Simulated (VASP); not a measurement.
# CdRh2S4 (R3m) in VASP: single point with PBEsol

Aim: the single point of CdRh2S4 with PBEsol.

Everything below comes from runs of VASP 6.6.1. Logs are shortened: lines on timing, memory, paths and dates and some standing lists are left out, and cuts for length are marked.

## (1) The cell of the first run

It takes space group R3m (No. 160, trigonal). The conventional cell has a = 3.494 Å, b = 3.494 Å, c = 33.423 Å, α = 90.00°, β = 90.00°, γ = 120.00°. Within 3.3 Å of Cd (site symmetry 3m) lie 6 S at 2.48 to 2.91 Å. Rh (site symmetry 3m) has 6 S at 2.30 to 2.70 Å within 3.0 Å. Within 3.1 Å of Rh (site symmetry 3m) lie 6 S at 2.37 to 2.38 Å. Within 3.3 Å of S (site symmetry 3m) lie 3 Cd at 2.48 Å and 3 S at 2.97 Å. Within 3.0 Å of S (site symmetry 3m) lie 3 Rh at 2.30 Å and 3 S at 2.97 Å. S (site symmetry 3m) has 6 Rh at 2.38 to 2.70 Å within 3.1 Å. S (site symmetry 3m) has 3 Rh at 2.37 Å and 3 Cd at 2.91 Å within 3.1 Å.

## (2) Single point, PBEsol

Contents of INCAR:

```
PREC     = Accurate       # precision mode
ENCUT    = 520            # plane-wave cutoff, eV
EDIFF    = 1E-7           # SCF threshold, eV
ISMEAR   = -1             # smearing method
SIGMA    = 0.03           # smearing width, eV
LREAL    = F              # projectors in reciprocal space
LASPH    = T              # aspherical terms in the spheres
NELM     = 100            # most SCF steps
ALGO     = Normal         # electronic algorithm
ISIF     = 2              # what is computed and relaxed
LWAVE    = F              # write WAVECAR
LCHARG   = F              # write CHGCAR
GGA      = PS             # functional
NBANDS   = 42             # bands
```

Contents of KPOINTS:

```
regular mesh
0
Gamma
  6 6 6
```

Contents of POSCAR:

```
CdRh2S4
1.0
    1.7469825627      1.0086208528     11.1410864763
   -1.7469825627      1.0086208528     11.1410864763
    0.0000000000     -2.0172417057     11.1410864763
Cd Rh S
1 2 4
Direct
    0.5702805670      0.5702805670      0.5702805670
    0.4287590378      0.4287590378      0.4287590378
    1.0037213470      1.0037213470      1.0037213470
    0.8605497932      0.8605497932      0.8605497932
    0.1285949301      0.1285949301      0.1285949301
    0.7084337180      0.7084337180      0.7084337180
    0.2996596069      0.2996596069      0.2996596069
```

Potentials or basis: VASP PAW PBE potentials, release 64 (Cd, Rh_pv, S).

Command:

```
> cat potpaw_PBE.64/Cd/POTCAR potpaw_PBE.64/Rh_pv/POTCAR potpaw_PBE.64/S/POTCAR > POTCAR
> mpirun -np 1 vasp_std > vasp.out
```

OUTCAR:

```text
PREC = Accurate
   ENCUT = 520
   EDIFF = 1E-7
   ISMEAR = -1
   LREAL = F
   LASPH = T
   NELM = 100
   ISIF = 2
   GGA = PS

 ion  position               nearest neighbor table
   1  0.570  0.570  0.570-   4 2.48   4 2.48   4 2.48   7 2.91   7 2.91   7 2.91
   2  0.429  0.429  0.429-   5 2.30   5 2.30   5 2.30   6 2.70   6 2.70   6 2.70
   3  0.004  0.004  0.004-   7 2.37   7 2.37   7 2.37   6 2.38   6 2.38   6 2.38
   4  0.861  0.861  0.861-   1 2.48   1 2.48   1 2.48
   5  0.129  0.129  0.129-   2 2.30   2 2.30   2 2.30
   6  0.708  0.708  0.708-   3 2.38   3 2.38   3 2.38   2 2.70   2 2.70   2 2.70
   7  0.300  0.300  0.300-   3 2.37   3 2.37   3 2.37   1 2.91   1 2.91   1 2.91

  LATTYP: Found a trigonal (rhomboedric) cell.
 ALAT       =    11.3222379401
 COS(alpha) =     0.9523851324

  Lattice vectors:

 A1 = (   1.7469825627,   1.0086208528,  11.1410864763)
 A2 = (  -1.7469825627,   1.0086208528,  11.1410864763)
 A3 = (   0.0000000000,  -2.0172417057,  11.1410864763)

Analysis of symmetry for initial positions (statically):
=====================================================================
 Subroutine PRICEL returns:
 Original cell was already a primitive cell.

 Routine SETGRP: Setting up the symmetry group for a
 trigonal (rhombohedral) supercell.

 Subroutine GETGRP returns: Found  6 space group operations
 (whereof  6 operations were pure point group operations)
 out of a pool of 12 trial point group operations.

The static configuration has the point symmetry C_3v.

Analysis of symmetry for dynamics (positions and initial velocities):
=====================================================================
 Subroutine PRICEL returns:
 Original cell was already a primitive cell.

 Routine SETGRP: Setting up the symmetry group for a
 trigonal (rhombohedral) supercell.

 Subroutine GETGRP returns: Found  6 space group operations
 (whereof  6 operations were pure point group operations)
 out of a pool of 12 trial point group operations.

The dynamic configuration has the point symmetry C_3v.

 Subroutine INISYM returns: Found  6 space group operations
 (whereof  6 operations are pure point group operations),
 and found     1 'primitive' translations

----------------------------------------------------------------------------------------

                                     Primitive cell

  volume of cell :     117.7864

  direct lattice vectors                    reciprocal lattice vectors
     1.746982563  1.008620853 11.141086476     0.286207779  0.165242139  0.029919284
    -1.746982563  1.008620853 11.141086476    -0.286207779  0.165242139  0.029919284
     0.000000000 -2.017241706 11.141086476     0.000000000 -0.330484277  0.029919284

  length of vectors
    11.322237940 11.322237940 11.322237940     0.331835834  0.331835834  0.331835834

  position of ions in fractional coordinates (direct lattice)
     0.570280567  0.570280567  0.570280567
     0.428759038  0.428759038  0.428759038
     0.003721347  0.003721347  0.003721347
     0.860549793  0.860549793  0.860549793
     0.128594930  0.128594930  0.128594930
     0.708433718  0.708433718  0.708433718
     0.299659607  0.299659607  0.299659607

  ion indices of the primitive-cell ions
   primitive index   ion index
                 1           1
                 2           2
                 3           3
                 4           4
                 5           5
                 6           6
                 7           7

----------------------------------------------------------------------------------------

 KPOINTS: regular mesh

Automatic generation of k-mesh.
 Grid dimensions read from file:
 generate k-points for:    6    6    6

 Generating k-lattice:

  Cartesian coordinates                     Fractional coordinates (reciprocal lattice)
     0.047701297  0.027540356  0.004986547     0.166666667  0.000000000 -0.000000000
    -0.047701297  0.027540356  0.004986547     0.000000000  0.166666667 -0.000000000
     0.000000000 -0.055080713  0.004986547    -0.000000000 -0.000000000  0.166666667

  Length of vectors
     0.055305972  0.055305972  0.055305972

  Shift w.r.t. Gamma in fractional coordinates (k-lattice)
     0.000000000  0.000000000  0.000000000

 Subroutine IBZKPT returns following result:
 ===========================================

 Found     32 irreducible k-points:

 Following reciprocal coordinates:
            Coordinates               Weight
  0.000000  0.000000  0.000000      1.000000
  0.166667 -0.000000 -0.000000      6.000000
  0.333333 -0.000000  0.000000      6.000000
  0.500000 -0.000000 -0.000000      3.000000
  0.166667  0.166667 -0.000000      6.000000
  0.333333  0.166667  0.000000     12.000000
[... 16 lines left out ...]
  0.500000  0.500000  0.166667      6.000000
 -0.333333  0.500000  0.166667     12.000000
 [... further k-points ...]
   k-points           NKPTS =     32   k-points in BZ     NKDIM =     32   number of bands    NBANDS=     42
   number of dos      NEDOS =    301   number of ions     NIONS =      7
   total plane-waves  NPLWV = 592704
   dimension x,y,z NGX =    84 NGY =   84 NGZ =   84
   dimension x,y,z NGXF=   168 NGYF=  168 NGZF=  168
   ions per type =               1   2   4
   NGX,Y,Z   is equivalent  to a cutoff of  12.33, 12.33, 12.33 a.u.
   NGXF,Y,Z  is equivalent  to a cutoff of  24.67, 24.67, 24.67 a.u.
 SYSTEM =  unknown system
   PREC   = accura    normal or accurate (medium, high low for compatibility)
   ISTART =      0    job   : 0-new  1-cont  2-samecut
   ICHARG =      2    charge: 1-file 2-atom 10-const
   ISPIN  =      1    spin polarized calculation?
   LNONCOLLINEAR =      F non collinear calculations
   LSORBIT =      F    spin-orbit coupling
   LASPH  =      T    aspherical Exc in radial PAW
   ENCUT  =  520.0 eV  38.22 Ry    6.18 a.u.  21.05 21.05 21.05*2*pi/ulx,y,z
   NELM   =    100;   NELMIN=  2; NELMDL= -5     # of ELM steps
   EDIFF  = 0.1E-06   stopping-criterion for ELM
   LREAL  =      F    real-space projection
   EDIFFG = 0.1E-05   stopping-criterion for IOM
   NSW    =      0    number of steps for IOM
   IBRION =     -1    ionic relax: 0-MD 1-quasi-New 2-CG
   NFREE  =      0    steps in history (QN), initial steepest desc. (CG)
   ISIF   =      2    stress and relaxation
   ISYM   =      2    0-nonsym 1-usesym 2-fastsym
   POTIM  = 0.5000    time-step for ionic-motion
   TEBEG  =    0.0;   TEEND  =   0.0 temperature during run
   PSTRESS=    0.0 pullay stress
   NELECT =      66.0000    total number of electrons
   NUPDOWN=      -1.0000    fix difference up-down
   EMIN   =  10.00;   EMAX   =-10.00  energy-range for DOS
   EFERMI =   0.00;   METHOD = LEGACY
   ISMEAR =    -1;   SIGMA  =   0.03  broadening in eV -4-tet -1-fermi 0-gaus
   EFERMI_NEDOS =   21; number of points for ismear=-14 and -15
   IALGO  =     38    algorithm
   IMIX   =      4    mixing-type and parameters
     AMIX     =   0.40;   BMIX     =  1.00
     AMIX_MAG =   1.60;   BMIX_MAG =  1.00
  volume/ion in A,a.u.               =      16.83       113.55
  Fermi-wavevector in a.u.,A,eV,Ry     =   1.349660  2.550488 24.784129  1.821582
  Thomas-Fermi vector in A             =   2.477229
   LORBIT       =      0    0 simple, 1 ext, 2 COOP (PROOUT), +10 PAW based schemes
   GGA     = PS    functional components
   LHFCALC =     F    Hartree Fock is set to
   AEXX    =    0.0000 exact exchange contribution
   IVDW    =     0    specifies the selected vdW correction
   LEPSILON=     F    determine dielectric tensor
   LRPA    =     F    only Hartree local field effects (RPA)
 non-spin polarized calculation
  energy-cutoff  :      520.00
  volume of cell :      117.79
 maximum number of plane-waves:      3222
   NGX = 43   NGY = 43   NGZ = 43

 number of electron      65.9999993 magnetization

 Free energy of the ion-electron system (eV)
  ---------------------------------------------------
  ext. energy  EPLUGINS =         0.00000000
  ---------------------------------------------------
  free energy    TOTEN  =       -36.87257174 eV

  energy without entropy =      -36.86622378  energy(sigma->0) =      -36.86939776

 E-fermi :   6.8839     XC(G=0): -11.5475

 val. band max:        6.8485510880   @ k =   0.5000   0.5000   0.3333
 cond. band min:       6.9036484088   @ k =   0.3333   0.3333   0.3333
 fundamental gap:      0.0550973209
 Fermi energy:         6.8838514834

 k-point     1 :       0.0000    0.0000    0.0000
  band No.  band energies     occupation
      1     -39.8274      2.00000
      2     -39.8274      2.00000
      3     -39.6676      2.00000
      4     -39.6434      2.00000
      5     -39.6434      2.00000
      6     -39.6381      2.00000
[... 34 lines left out ...]
     41      12.9582      0.00000
     42      13.5005      0.00000

 k-point     2 :       0.1667   -0.0000   -0.0000
  band No.  band energies     occupation
      1     -39.8368      2.00000
      2     -39.8297      2.00000
      3     -39.6658      2.00000
      4     -39.6534      2.00000
      5     -39.6458      2.00000
      6     -39.6370      2.00000
[... 34 lines left out ...]
     41      13.6957      0.00000
     42      14.0717      0.00000

 k-point     3 :       0.3333   -0.0000    0.0000
  band No.  band energies     occupation
      1     -39.8554      2.00000
      2     -39.8344      2.00000
      3     -39.6731      2.00000
      4     -39.6621      2.00000
      5     -39.6507      2.00000
      6     -39.6350      2.00000
[... 34 lines left out ...]
     41      13.1916      0.00000
     42      13.7225      0.00000

 k-point     4 :       0.5000   -0.0000   -0.0000
  band No.  band energies     occupation
      1     -39.8647      2.00000
      2     -39.8367      2.00000
      3     -39.6829      2.00000
      4     -39.6603      2.00000
      5     -39.6531      2.00000
      6     -39.6341      2.00000
[... 844 lines left out ...]
     41      13.2487      0.00000
     42      13.8367      0.00000

 k-point    23 :       0.5000    0.5000    0.1667
  band No.  band energies     occupation
      1     -39.8554      2.00000
      2     -39.8344      2.00000
      3     -39.6731      2.00000
      4     -39.6621      2.00000
      5     -39.6507      2.00000
      6     -39.6350      2.00000
[... 34 lines left out ...]
     41      12.9409      0.00000
     42      13.8452      0.00000

 k-point    24 :      -0.3333    0.5000    0.1667
  band No.  band energies     occupation
      1     -39.8601      2.00000
      2     -39.8413      2.00000
      3     -39.6779      2.00000
      4     -39.6604      2.00000
      5     -39.6581      2.00000
      6     -39.6340      2.00000
[... 34 lines left out ...]
     41      13.2439      0.00000
     42      13.7777      0.00000

 [... further k-points ...]
[... 5 lines left out ...]
  --------------------------------------------------------------------------------------
  -------------------------------------------------------------------------------------
  Total        0.1175092      0.1175092      0.2029625      0.0000000     -0.0000000      0.0000000
  in kB        1.5984059      1.5984059      2.7607754      0.0000000     -0.0000000      0.0000000
  external PRESSURE =       1.9858624 kB  Pullay stress =       0.0000000 kB

 VOLUME and BASIS-vectors are now :
 -----------------------------------------------------------------------------
  energy-cutoff  :      520.00
  volume of cell :      117.79
      direct lattice vectors                 reciprocal lattice vectors
     1.746982563  1.008620853 11.141086476     0.286207779  0.165242139  0.029919284
    -1.746982563  1.008620853 11.141086476    -0.286207779  0.165242139  0.029919284
     0.000000000 -2.017241706 11.141086476     0.000000000 -0.330484277  0.029919284

 POSITION                                       TOTAL-FORCE (eV/Angst)
 -----------------------------------------------------------------------------------
      0.00000     -0.00000     19.06064         0.000000     -0.000000      0.048249
      0.00000     -0.00000     14.33052         0.000000     -0.000000      0.003726
      0.00000     -0.00000      0.12438         0.000000      0.000000     -0.000513
      0.00000     -0.00000     28.76238         0.000000      0.000000     -0.072347
      0.00000     -0.00000      4.29806         0.000000      0.000000     -0.000920
      0.00000     -0.00000     23.67816         0.000000      0.000000     -0.005044
      0.00000     -0.00000     10.01560         0.000000     -0.000000      0.026850
 -----------------------------------------------------------------------------------
    total drift:                                0.000000      0.000000     -0.000392

  FREE ENERGIE OF THE ION-ELECTRON SYSTEM (eV)
  ---------------------------------------------------
  free  energy   TOTEN  =       -36.8725717370 eV

  energy  without entropy=      -36.8662237849  energy(sigma->0) =      -36.86939776
```

Wall time 55 min (1 thread of Oxide Virtual Turin-like, shared host); peak memory 1.1 GiB.

Results:

- Free energy: -36.8726 eV
- Pressure: 0.2 GPa
- Largest force: 0.072 eV/Å
- Band gap on the k mesh: zero (band 33 reaches 7.16 eV, above the bottom of band 34 at 6.73 eV)

Forces in eV/Å, atoms in the order of the input:
```
Cd   0.000  0.000  0.048
Rh   0.000  0.000  0.004
Rh   0.000  0.000 -0.001
S    0.000  0.000 -0.072
S    0.000  0.000 -0.001
S    0.000  0.000 -0.005
S    0.000  0.000  0.027
```

Stress tensor (GPa, compression positive):
```
0.16 0.00 0.00
0.00 0.16 0.00
0.00 0.00 0.28
```

Levels at points of the mesh, in eV from the Fermi level:
```tsv
k point	band 31	band 32	band 33	band 34	band 35	band 36
(0.00, 0.00, 0.00)	0.13	0.13	0.28	1.36	1.36	2.59
(0.50, 0.00, 0.00)	-1.26	-1.05	-0.99	-0.15	0.52	2.10
(0.50, 0.50, 0.00)	-1.25	-1.10	-0.79	-0.09	0.25	2.35
(0.50, 0.50, 0.50)	-0.07	0.21	0.21	1.23	1.23	2.67
```

Caveat: the PAW data sets were made with another functional, which shifts forces and pressure a little.
